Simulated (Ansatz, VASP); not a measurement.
## Two plane-wave programs on Tl

Contents of INCAR:

```
SYSTEM = Tl
  ALGO = Normal
  EDIFF = 1E-6
  ENCUT = 520
  GGA = PE
  ISIF = 2
  ISMEAR = 0
  LASPH = .TRUE.
  LCHARG = .FALSE.
  LREAL = .FALSE.
  LWAVE = .FALSE.
  NBANDS = 12
  NELM = 80
  PREC = Accurate
  SIGMA = 0.1
```

KPOINTS

```
k-points
0
G
  16 16 16
  0 0 0
```

The input POSCAR:

```
Tl
1.0
   -2.0239389300      2.0239389300      2.0239389300
    2.0239389300     -2.0239389300      2.0239389300
    2.0239389300      2.0239389300     -2.0239389300
Tl
1
Direct
    0.0000000000      0.0000000000      0.0000000000
```

Input for Ansatz:

```yaml
crystal:
  lattice:
    - [-2.02393893, 2.02393893, 2.02393893]
    - [2.02393893, -2.02393893, 2.02393893]
    - [2.02393893, 2.02393893, -2.02393893]
  atoms:
    - { symbol: Tl, position: [0.0, 0.0, 0.0] }
basis:
  ecutwfc: 420
kpoints:
  mp_grid: { grid: [16, 16, 16] }
hamiltonian:
  xc: pbe
scf:
  occupations: { method: gaussian, width: 0.1 }
output:
  forces: true
  stress: true
  eigenvalues: true
  populations: true
```

Alike in both runs: task single point; functional PBE; k mesh 16 × 16 × 16; occupations gaussian, width 0.1 eV; no spin polarisation.

|  | VASP | Ansatz |
| --- | --- | --- |
| version | VASP 6.6.1 | Ansatz 0.2.0 |
| potentials or method | VASP PAW PBE potentials, release 64 (Tl_d), cutoff 520 eV | scalar-relativistic, plane waves, PAW |
| valence electrons in the cell | 13 | 13 |

```tsv
	VASP	Ansatz	Ansatz less VASP
gap on the k mesh at the Fermi level (eV)	none	none	-
pressure (GPa)	-1.3	-1.3	+0.05
```

A gap of «none» marks a metal or a gap that the smearing closes. With one functional, cell and mesh, what is left measures potentials, basis and numerics.

Spin-orbit coupling is off throughout.
